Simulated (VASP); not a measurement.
# SnO2 (P4_2/mnm) in VASP: a series of runs, part 2 of 2

VASP 6.6.1. Earlier steps stand in the parts before.

## (3) Single point, r2SCAN

POSCAR

```
SnO2
1.0
    4.7690460000      0.0000000000      0.0000000000
    0.0000000000      4.7690460000      0.0000000000
    0.0000000000      0.0000000000      3.2121010000
Sn O
2 4
Direct
    0.0000000000      0.0000000000      0.0000000000
    0.5000000000      0.5000000000      0.5000000000
    0.3062740000      0.3062740000      0.0000000000
    0.6937260000      0.6937260000      0.0000000000
    0.1937260000      0.8062740000      0.5000000000
    0.8062740000      0.1937260000      0.5000000000
```

INCAR.step1

```
ALGO = Normal ; EDIFF = 1E-4
ENCUT = 520 ; GGA = PE
ISMEAR = -1 ; LASPH = True
LCHARG = False ; LREAL = False
LWAVE = True ; NBANDS = 35
NELM = 80 ; PREC = Accurate
SIGMA = 0.05
```

INCAR.step2

```
ALGO = Normal ; EDIFF = 1E-7
ENCUT = 520 ; ISIF = 2
ISMEAR = -1 ; ISTART = 1
LASPH = True ; LCHARG = False
LMIXTAU = True ; LREAL = False
LWAVE = False ; METAGGA = R2SCAN
NBANDS = 35 ; NELM = 80
PREC = Accurate ; SIGMA = 0.05
```

KPOINTS

```
k-points
0
Gamma
  5 5 7
```

Potentials or basis: VASP PAW PBE potentials, release 64 (Sn_d, O).

On the command line:

```sh
cat potpaw_PBE.64/Sn_d/POTCAR potpaw_PBE.64/O/POTCAR > POTCAR
cp INCAR.step1 INCAR
mpirun -np 1 vasp_std > vasp.out
cp INCAR.step2 INCAR
mpirun -np 1 vasp_std > vasp.out
```

OUTCAR:

```text
EDIFF = 1E-7
   ENCUT = 520
   ISIF = 2
   ISMEAR = -1
   ISTART = 1
   LASPH = True
   LREAL = False
   METAGGA = R2SCAN
   NELM = 80
   PREC = Accurate

 ion  position               nearest neighbor table
   1  0.000  0.000  0.000-   3 2.07   4 2.07   5 2.07   6 2.07   5 2.07   6 2.07   2 3.74   2 3.74
                             2 3.74   2 3.74   2 3.74   2 3.74   2 3.74   2 3.74
   2  0.500  0.500  0.500-   5 2.07   6 2.07   3 2.07   4 2.07   3 2.07   4 2.07   1 3.74   1 3.74
                             1 3.74   1 3.74   1 3.74   1 3.74   1 3.74   1 3.74
   3  0.306  0.306  0.000-   1 2.07   2 2.07   2 2.07
   4  0.694  0.694  0.000-   1 2.07   2 2.07   2 2.07
   5  0.194  0.806  0.500-   2 2.07   1 2.07   1 2.07
   6  0.806  0.194  0.500-   2 2.07   1 2.07   1 2.07

  LATTYP: Found a simple tetragonal cell.
 ALAT       =     4.7690460000
 C/A-ratio  =     0.6735311423

  Lattice vectors:

 A1 = (   4.7690460000,   0.0000000000,   0.0000000000)
 A2 = (   0.0000000000,   4.7690460000,   0.0000000000)
 A3 = (   0.0000000000,   0.0000000000,   3.2121010000)

Analysis of symmetry for initial positions (statically):
[... 185 lines left out ...]
 cond. band min:       7.1798324740   @ k =   0.0000   0.0000   0.0000
 fundamental gap:      1.7076981117
 Fermi energy:         6.3324729720

 k-point     1 :       0.0000    0.0000    0.0000
  band No.  band energies     occupation
      1     -16.2484      2.00000
      2     -15.3540      2.00000
      3     -15.0696      2.00000
      4     -15.0696      2.00000
      5     -15.0470      2.00000
      6     -15.0041      2.00000
[... 901 lines left out ...]
     34      17.7554      0.00000
     35      19.1212      0.00000

------------------------ aborting loop because EDIFF is reached ----------------------------------------

  FORCE on cell =-STRESS in cart. coord.  units (eV):
  Direction    XX          YY          ZZ          XY          YZ          ZX
  --------------------------------------------------------------------------------------
  -------------------------------------------------------------------------------------
  Total       -0.1903123     -0.1903123     -0.2940596      0.0000000      0.0000000      0.0000000
  in kB       -4.1737385     -4.1737385     -6.4490204      0.0000000      0.0000000      0.0000000
  external PRESSURE =      -4.9321658 kB  Pullay stress =       0.0000000 kB

 VOLUME and BASIS-vectors are now :
 -----------------------------------------------------------------------------
  energy-cutoff  :      520.00
  volume of cell :       73.06
      direct lattice vectors                 reciprocal lattice vectors
     4.769046000  0.000000000  0.000000000     0.209685543  0.000000000  0.000000000
     0.000000000  4.769046000  0.000000000     0.000000000  0.209685543  0.000000000
     0.000000000  0.000000000  3.212101000     0.000000000  0.000000000  0.311322714

 POSITION                                       TOTAL-FORCE (eV/Angst)
 -----------------------------------------------------------------------------------
      0.00000      0.00000      0.00000        -0.000000      0.000000      0.000000
      2.38452      2.38452      1.60605        -0.000000      0.000000      0.000000
      1.46063      1.46063      0.00000        -0.037306     -0.037306     -0.000000
      3.30841      3.30841      0.00000         0.037306      0.037306      0.000000
      0.92389      3.84516      1.60605         0.037306     -0.037306      0.000000
      3.84516      0.92389      1.60605        -0.037306      0.037306      0.000000
 -----------------------------------------------------------------------------------
    total drift:                               -0.000000      0.000000      0.000000

  FREE ENERGIE OF THE ION-ELECTRON SYSTEM (eV)
  ---------------------------------------------------
  free  energy   TOTEN  =       -84.6312013303 eV

  energy  without entropy=      -84.6312013294  energy(sigma->0) =      -84.63120133
```

OUTCAR.step1:

```text
EDIFF = 1E-4
   ENCUT = 520
   GGA = PE
   ISMEAR = -1
   LASPH = True
   LREAL = False
[... 1149 lines left out ...]
      3.30841      3.30841      0.00000         0.052445      0.052445      0.000000
      0.92389      3.84516      1.60605         0.052445     -0.052445     -0.000000
      3.84516      0.92389      1.60605        -0.052445      0.052445     -0.000000
 -----------------------------------------------------------------------------------
    total drift:                               -0.000000      0.000000      0.000000

  FREE ENERGIE OF THE ION-ELECTRON SYSTEM (eV)
  ---------------------------------------------------
  free  energy   TOTEN  =       -37.2545622068 eV

  energy  without entropy=      -37.2545615866  energy(sigma->0) =      -37.25456190
```

OSZICAR.step1:

```text
N       E                     dE             d eps       ncg     rms          rms(c)
DAV:   1     0.639399902453E+03    0.63940E+03   -0.25495E+04  1861   0.233E+03
DAV:   2     0.585666092626E+02   -0.58083E+03   -0.54567E+03  1824   0.621E+02
DAV:   3    -0.381820807659E+02   -0.96749E+02   -0.95087E+02  1785   0.209E+02
DAV:   4    -0.433250478519E+02   -0.51430E+01   -0.51030E+01  2133   0.520E+01
DAV:   5    -0.434575241192E+02   -0.13248E+00   -0.13232E+00  2044   0.888E+00    0.159E+01
DAV:   6    -0.371716254888E+02    0.62859E+01   -0.17609E+01  2644   0.640E+01    0.616E+00
DAV:   7    -0.372832384717E+02   -0.11161E+00   -0.20157E+00  1934   0.789E+00    0.321E+00
DAV:   8    -0.372610530737E+02    0.22185E-01   -0.17134E-01  2580   0.408E+00    0.742E-01
DAV:   9    -0.372537561586E+02    0.72969E-02   -0.35186E-02  2720   0.294E+00    0.131E-01
DAV:  10    -0.372544517243E+02   -0.69557E-03   -0.39217E-03  2112   0.503E-01    0.515E-02
DAV:  11    -0.372545609972E+02   -0.10927E-03   -0.17473E-04  1736   0.107E-01    0.143E-02
DAV:  12    -0.372545622068E+02   -0.12096E-05   -0.23621E-05  1081   0.406E-02
   1 F= -.37254562E+02 E0= -.37254562E+02  d E =-.620227E-06
```

Run time: 5.4 min. Hardware: 1 thread of Intel Xeon 8259CL, shared host; peak memory 0.2 GiB.

Results:

- Free energy: -84.6312 eV
- Pressure: -0.5 GPa
- Largest force: 0.053 eV/Å
- Band gap on the k mesh: 1.71 eV

Forces on the atoms (eV/Å):
```
Sn   0.000  0.000  0.000
Sn   0.000  0.000  0.000
O   -0.037 -0.037  0.000
O    0.037  0.037  0.000
O    0.037 -0.037  0.000
O   -0.037  0.037  0.000
```

Stress tensor (GPa, compression positive):
```
-0.42  0.00  0.00
 0.00 -0.42  0.00
 0.00  0.00 -0.64
```

Caveat: the PAW data sets were made with another functional, which shifts forces and pressure a little; spin-orbit coupling is left out, which moves the levels of the heavy elements.
